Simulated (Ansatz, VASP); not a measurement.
# Zn: VASP beside Ansatz

```
Zn
1.0
     3.96762    0.00000    0.00000
     0.00000    3.96762    0.00000
     0.00000    0.00000    3.96762
Zn
4
Direct
  0.99999 0.99999 0.99999
  0.50001 0.00001 0.49999
  0.49999 0.50001 0.00001
  0.00001 0.49999 0.50001
```

Alike in both runs: functional PBE; k mesh 12 × 12 × 12; occupations gaussian, width 0.1 eV; no spin polarisation.

Ansatz relaxed the structure, and its values are those at the end. VASP's run is a single point on that final structure, the one shown.

```csv
,VASP,Ansatz
version,VASP 6.6.1,Ansatz 0.2.0
potentials or method,"VASP PAW PBE potentials, release 64 (Zn), cutoff 520 eV","scalar-relativistic, plane waves, PAW"
valence electrons in the cell,48,48
```

|  | VASP | Ansatz | Ansatz less VASP |
| --- | --- | --- | --- |
| gap on the k mesh at the Fermi level (eV) | none | none | - |
| pressure (GPa) | -1.5 | -1.9 | -0.32 |

A gap of «none» marks a metal or a gap that the smearing closes. Ansatz's warnings: stress scf threshold loose.
